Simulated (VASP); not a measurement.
Crystal: O.

```
O
1.0
     2.70150   -1.71450    0.00000
     2.70150    1.71450    0.00000
    -1.96499    0.00000    3.74799
O
2
Direct
  0.06400 0.06400 0.15300
  0.93600 0.93600 0.84700
```

Base run:

```yaml
Program: VASP 6.6.1
Functional: RPBE
Potentials_or_basis: VASP PAW PBE potentials, release 64 (O)
Cutoff: 520 eV
k_mesh: 11 × 11 × 8
Occupations: fermi-dirac, width 0.01 eV
Spin: no spin polarisation
```

Its results: band gap on the k mesh zero (bands 6 and 7 overlap by 0.58 eV); pressure 13.1 GPa; largest force 8.414 eV/Å.

Question: The run is repeated on the same cell with these changes: functional from RPBE to PBE. What comes out?

Answer: Band gap on the k mesh zero (bands 6 and 7 overlap by 0.60 eV); pressure 11.0 GPa; largest force 7.999 eV/Å.

PBE binds more tightly than RPBE, so the same cell stands under less pressure.

Caveats: the standard files for N, O and F lose accuracy on very short bonds; spin is off for a triplet molecule; this functional lacks dispersion, which holds the molecules together, so the pressure and a relaxed volume are unreliable; the stress differs along the axes, from -4 to 45 GPa (at least some runs); the PAW data sets were made with another functional, which shifts forces and pressure a little (at least some runs); the stress differs along the axes, from -5 to 42 GPa (at least some runs); forces of over 1 eV/Å act on the atoms, so gaps and moduli don't describe the material at rest (at least some runs).
